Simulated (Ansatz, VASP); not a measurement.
## Pd: VASP and Ansatz over several settings

```
Pd
1.0
     0.00000    1.98468    1.98468
     1.98468    0.00000    1.98468
     1.98468    1.98468    0.00000
Pd
1
Direct
  0.00000 0.00000 0.00000
```

Single points on this cell with VASP 6.6.1 and Ansatz 0.2.0. Each row is one pair of runs. Alike in all rows: spin: off; smearing: fermi-dirac, width 0.05 eV; VASP's potentials, cutoff: VASP PAW PBE potentials, release 64 (Pd), 520 eV.

```tsv
level	k mesh	Ansatz's potentials, cutoff	gap on the k mesh at the Fermi level (eV), VASP	gap on the k mesh at the Fermi level (eV), Ansatz	pressure (GPa), VASP	pressure (GPa), Ansatz
HSE06	8 × 8 × 8	Ansatz PAW, 420 eV	none	none	-6.4	-6.8
r2SCANh	6 × 6 × 6	Ansatz PAW, 500 eV	none	none	-8.8	-9.3
HF	6 × 6 × 6	Ansatz PAW, 420 eV	none	?	9.9	?
```

**Question.** Fill in what Ansatz gave in row 3.

**Answer.** gap on the k mesh at the Fermi level (eV): none; pressure (GPa): 17.2.

VASP's potentials hold 10 valence electrons a cell and Ansatz's 18, so a difference there can come from the potentials and not from the codes.

A gap of «none» marks a metal or a gap that the smearing closes.

The k mesh is coarse in some rows, so the values compare programs but aren't converged. Noted on Ansatz's runs: Pulay correction over one GPa.
